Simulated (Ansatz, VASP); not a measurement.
# Tl in VASP and in Ansatz

```
Tl
1.0
     0.00000    2.52435    2.52435
     2.52435    0.00000    2.52435
     2.52435    2.52435    0.00000
Tl
1
Direct
  0.00000 0.00000 0.00000
```

Alike in both runs: task single point; functional RPBE; k mesh 12 × 12 × 12; occupations fermi-dirac, width 0.1 eV; no spin polarisation.

|  | VASP | Ansatz |
| --- | --- | --- |
| version | VASP 6.6.1 | Ansatz 0.2.0 |
| potentials or method | VASP PAW PBE potentials, release 64 (Tl_d), cutoff 520 eV | plane waves (420 eV) with PAW, scalar-relativistic |
| valence electrons in the cell | 13 | 13 |

|  | VASP | Ansatz | Ansatz less VASP |
| --- | --- | --- | --- |
| pressure (GPa) | 0.9 | 0.9 | +0.06 |

VASP's potentials were made for PBE, not for RPBE.

Neither program's run includes spin-orbit coupling.
